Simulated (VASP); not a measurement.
Here is a VASP 6.6.1 calculation.

Contents of INCAR:

```
SYSTEM = Fe
  PREC = Accurate
  ENCUT = 600
  EDIFF = 1E-6
  ISMEAR = -1
  SIGMA = 0.05
  LREAL = .FALSE.
  LASPH = .TRUE.
  NELM = 200
  ALGO = Normal
  ISIF = 2
  LWAVE = .FALSE.
  LCHARG = .FALSE.
  ISPIN = 2
  MAGMOM = 2.5 -2.5
  LORBIT = 11
  LMAXMIX = 4
  GGA = PE
  NBANDS = 19
  GGA_COMPAT = .FALSE.
```

File KPOINTS:

```
regular mesh
0
G
  16 16 9
  0 0 0
```

File POSCAR:

```
Fe
1.0
    2.4939081043      0.0000000000      0.0000000000
   -1.2469540522      2.1597877730      0.0000000000
    0.0000000000      0.0000000000      3.9392874352
Fe
2
Direct
    0.3333333333      0.6666666667      0.2500000000
    0.6666666667      0.3333333333      0.7500000000
```

Potentials or basis: VASP PAW PBE potentials, release 64 (Fe).

Launch:

```sh
$ cat potpaw_PBE.64/Fe/POTCAR > POTCAR
$ mpirun -np 1 vasp_std > vasp.out
```

(1) Predict the band gap on the k mesh.

(2) What does it give for the pressure?

(3) Predict the net moment.

Results:

(1) zero (filled and empty bands overlap).

(2) -10.8 GPa.

(3) 0.00 μB per cell.

Caveat: the cell stands under tension.
